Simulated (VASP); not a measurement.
Here is a VASP 6.6.1 calculation.

Contents of INCAR:

```
SYSTEM = WS2
PREC = Accurate
ENCUT = 520
EDIFF = 1E-6
ISMEAR = 0
SIGMA = 0.05
LREAL = .FALSE.
LASPH = .TRUE.
NELM = 100
ALGO = Fast
ISIF = 2
LWAVE = .FALSE.
LCHARG = .FALSE.
GGA = PE
IVDW = 12
NBANDS = 35
```

Contents of KPOINTS:

```
regular mesh
0
G
  12 12 4
  0 0 0
```

POSCAR

```
WS2
1.0
    3.1542063626      0.0000000000      0.0000000000
   -1.5771031813      2.7316228388      0.0000000000
    0.0000000000      0.0000000000     12.1399047294
W S
2 4
Direct
    0.3333333333      0.6666666667      0.2500000000
    0.6666666667      0.3333333333      0.7500000000
    0.2121837232      0.6060918616      0.6438593301
    0.5455170565      0.2727585283      0.1438593301
    0.2121837232      0.6060918616      0.9032845699
    0.5455170565      0.2727585283      0.4032845699
```

Potentials or basis: VASP PAW PBE potentials, release 64 (W_sv, S).

Run with:

```console
$ cat potpaw_PBE.64/W_sv/POTCAR potpaw_PBE.64/S/POTCAR > POTCAR
$ mpirun -np 1 vasp_std > vasp.out
```

**Question.** What does it give for the dispersion energy per atom?

**Answer.** -0.436 eV.

**Question.** Predict the pressure.

**Answer.** 16.7 GPa.

**Question.** What does it give for the band gap on the k mesh?

**Answer.** Zero (filled and empty bands touch).

**Question.** Estimate the largest force.

**Answer.** 14.280 eV/Å.

Forces in eV/Å, atoms in the order of the input:
```
W   -5.348 -3.088  9.438
W   -8.014 -4.627 10.877
S    6.917  3.993 -8.695
S    4.001  2.310 -7.295
S    1.082  0.625 -2.174
S    1.362  0.786 -2.150
```

Caveat: the cell differs from its parent crystal (all S atoms moved +0.438 Å, as atom 3 towards its neighbour atom 2 (W) at 2.407 Å); the cell stands under pressure; spin-orbit coupling is left out, which moves the levels of the heavy elements; forces of over 1 eV/Å act on the atoms, so gaps and moduli don't describe the material at rest.
